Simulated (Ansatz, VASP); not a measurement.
**Two plane-wave programs on GaB3As4**

```xyz
8
Lattice="5.0210 0.0000 0.0000 0.0000 5.0210 0.0000 0.0000 0.0000 5.0210" Properties=species:S:1:pos:R:3 pbc="T T T"
B     2.5105    0.0000    0.0000
B     0.0000    2.5105    0.0000
B     0.0000    0.0000    2.5105
As    3.8445    1.1765    1.1765
As    1.1765    3.8445    1.1765
As    1.1765    1.1765    3.8445
As    3.8445    3.8445    3.8445
Ga    2.5105    2.5105    2.5105
```

Alike in both runs: task single point; functional r2SCAN; k mesh 6 × 6 × 6; no spin polarisation.

```csv
,VASP,Ansatz
version,VASP 6.6.1,Ansatz 0.2.0
potentials or method,"VASP PAW PBE potentials, release 64 (B, As, Ga_d)","plane waves, PAW"
plane-wave cutoff (eV),520,500
occupations,"gaussian, width 0.01 eV",fixed
valence electrons in the cell,42,82
```

|  | VASP | Ansatz | Ansatz less VASP |
| --- | --- | --- | --- |
| gap on the k mesh at the Fermi level (eV) | 0.72 | 0.72 | 0.000 |
| pressure (GPa) | 0.1 | 0.0 | -0.12 |

VASP's potentials were made for PBE, not for r2SCAN. VASP's potentials hold 42 valence electrons a cell and Ansatz's 82, so a difference there can come from the potentials and not from the codes.
